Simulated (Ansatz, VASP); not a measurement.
One calculation of Co, two programs

POSCAR

```
Co
1.0
    2.5045299482      0.0000000000      0.0000000000
   -1.2522649741      2.1689865596      0.0000000000
    0.0000000000      0.0000000000      4.0740599388
Co
2
Direct
    0.6666666667      0.3333333333      0.7500000000
    0.3333333333      0.6666666667      0.2500000000
```

File INCAR.step1:

```
SYSTEM = Co
  PREC = Accurate
  ENCUT = 520
  ISMEAR = -1
  SIGMA = 0.05
  LREAL = .False.
  LASPH = .True.
  NELM = 150
  ISPIN = 2
  MAGMOM = 2 2
  LMAXMIX = 4
  NBANDS = 20
  GGA = PE
  ALGO = Normal
  EDIFF = 1E-4
  LWAVE = .True.
  LCHARG = .False.
```

INCAR.step2

```
SYSTEM = Co
  PREC = Accurate
  ENCUT = 520
  EDIFF = 1E-7
  ISMEAR = -1
  SIGMA = 0.05
  LREAL = .False.
  LASPH = .True.
  NELM = 150
  ALGO = Normal
  ISIF = 2
  LWAVE = .False.
  LCHARG = .True.
  ISPIN = 2
  MAGMOM = 2 2
  LORBIT = 11
  LMAXMIX = 4
  METAGGA = R2SCAN
  LMIXTAU = .True.
  LELF = .True.
  LVHAR = .True.
  NBANDS = 20
  ISTART = 1
```

The input KPOINTS:

```
Automatic mesh
0
Gamma
  12 12 7
  0 0 0
```

The input input.yaml:

```yaml
crystal:
  lattice:
    - [2.5045299482, 0.0, 0.0]
    - [-1.2522649741, 2.1689865596, 0.0]
    - [0.0, 0.0, 4.0740599388]
  atoms:
    - { symbol: Co, position: [0.6666666667, 0.3333333333, 0.75], spin: 2.0 }
    - { symbol: Co, position: [0.3333333333, 0.6666666667, 0.25], spin: 2.0 }
hamiltonian:
  xc: r2scan
  pseudopotentials: { kind: paw }
magnetization:
  spin_polarized: true
kpoints:
  mp_grid: { grid: [12, 12, 7] }
scf:
  occupations: { method: fermi_dirac, width: 0.05 }
output:
  forces: true
  stress: true
  eigenvalues: true
```

Alike in both runs: task single point; functional r2SCAN; k mesh 12 × 12 × 7; occupations fermi-dirac, width 0.05 eV; collinear spin.

|  | VASP | Ansatz |
| --- | --- | --- |
| version | VASP 6.6.1 | Ansatz 0.2.0 |
| potentials or method | VASP PAW PBE potentials, release 64 (Co) | Ansatz PAW |
| plane-wave cutoff (eV) | 520 | 500 |
| valence electrons in the cell | 18 | 34 |

```tsv
	VASP	Ansatz	Ansatz less VASP
gap on the k mesh at the Fermi level (eV)	none	none	-
pressure (GPa)	-8.2	-8.3	-0.07
traceless stress, the component that is largest in VASP (GPa)	0.86	0.93	+0.070
net moment per atom (μB)	1.79	1.79	+0.005
size of the moment on the site where the two differ most (μB)	1.86	1.93	+0.075
```

VASP's potentials were made for PBE, not for r2SCAN. Site moments also hang on the region over which each program counts them. A gap of «none» marks a metal or a gap that the smearing closes. With one functional, cell and mesh, what is left measures potentials, basis and numerics. VASP's potentials hold 18 valence electrons a cell and Ansatz's 34, so a difference there can come from the potentials and not from the codes.

Noted on Ansatz's run: the magnetic or orbital state may not be the lowest.
